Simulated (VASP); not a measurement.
Wanted: the native input for a VASP 6.6.1 run.

```yaml
Task: single point
Functional: LDA
Potentials_or_basis: VASP PAW LDA potentials, release 64 (Se)
Cutoff: 520 eV
k_mesh: 6 × 6 × 5
Occupations: fermi-dirac, width 0.03 eV
Spin: no spin polarisation
Dipole_correction: no
Further_INCAR_settings: ALGO = Normal; EDIFF = 1e-07; NBANDS = 16
```

The structure of Se lies in POSCAR:

```
Se
1.0
    4.3951160230      0.0000000000      0.0000000000
   -2.1975580116      3.8062821286      0.0000000000
    0.0000000000      0.0000000000      4.9864062541
Se
3
Direct
    0.2254000000      0.0000000000      0.3333333333
    0.0000000000      0.2254000000      0.6666666667
    0.7746000000      0.7746000000      0.0000000000
```

This cell differs from its parent crystal: volume scaled by 1.02.

These files were run (other wordings do the same):

INCAR

```
PREC     = Accurate       # precision mode
ENCUT    = 520            # plane-wave cutoff, eV
EDIFF    = 1E-7           # SCF threshold, eV
ISMEAR   = -1             # smearing method
SIGMA    = 0.03           # smearing width, eV
LREAL    = F              # projectors in reciprocal space
LASPH    = T              # aspherical terms in the spheres
NELM     = 80             # most SCF steps
ALGO     = Normal         # electronic algorithm
ISIF     = 2              # what is computed and relaxed
LWAVE    = F              # write WAVECAR
LCHARG   = F              # write CHGCAR
GGA      = CA             # functional
NBANDS   = 16             # bands
```

KPOINTS

```
Automatic mesh
0
Gamma
  6 6 5
```

Potentials or basis: VASP PAW LDA potentials, release 64 (Se).

The run is started by

```sh
$ cat potpaw_LDA.64/Se/POTCAR > POTCAR
$ mpirun -np 1 vasp_std > vasp.out
```

It gave:

```
Pressure               : -2.1 GPa
Largest force          : 0.062 eV/Å
Band gap on the k mesh : 1.19 eV, indirect (least direct gap 1.38 eV)
```

Wall time 12 s on 1 thread of Intel(R) Xeon(R) 6975P-C (Granite Rapids), on a shared host, peak memory 0.18 GiB.
